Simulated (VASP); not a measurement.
Here is a VASP 6.6.1 calculation.

Contents of INCAR:

```
SYSTEM = ScSbS3
  PREC = Accurate
  ENCUT = 520
  EDIFF = 1E-7
  ISMEAR = 0
  SIGMA = 0.1
  LREAL = .FALSE.
  LASPH = .TRUE.
  NELM = 80
  ALGO = Normal
  ISIF = 2
  LWAVE = .FALSE.
  LCHARG = .TRUE.
  GGA = PE
  LELF = .TRUE.
  LVHAR = .TRUE.
  NBANDS = 25
```

File KPOINTS:

```
Automatic mesh
0
G
  12 12 4
  0 0 0
```

POSCAR

```
ScSbS3
1.0
    4.3346171285      0.0000000000      0.0000000000
   -2.1673085642      3.7538885489      0.0000000000
    0.0000000000      0.0000000000      9.0781934212
Sc Sb S
1 1 3
Direct
    0.0000000000      0.0000000000      0.4407450432
    0.0000000000      0.0000000000      0.9155027712
    0.3333333333      0.6666666667      0.5377997260
    0.6666666667      0.3333333333      0.5377997260
    0.0000000000      0.0000000000      0.1685618634
```

Potentials or basis: VASP PAW PBE potentials, release 64 (Sc_sv, Sb, S).

Command:

```sh
$ cat potpaw_PBE.64/Sc_sv/POTCAR potpaw_PBE.64/Sb/POTCAR potpaw_PBE.64/S/POTCAR > POTCAR
$ mpirun -np 1 vasp_std > vasp.out
```

Q: Predict the band gap on the k mesh.

A: Zero (band 17 reaches 2.90 eV, above the bottom of band 18 at 2.27 eV).

Q: Predict the pressure.

A: 0.1 GPa.

Q: What does it give for the largest force?

A: 0.062 eV/Å.

Stress tensor (GPa, compression positive):
```
0.02 0.00 0.00
0.00 0.02 0.00
0.00 0.00 0.21
```

Caveat: spin-orbit coupling is left out, which moves the levels of the heavy elements.
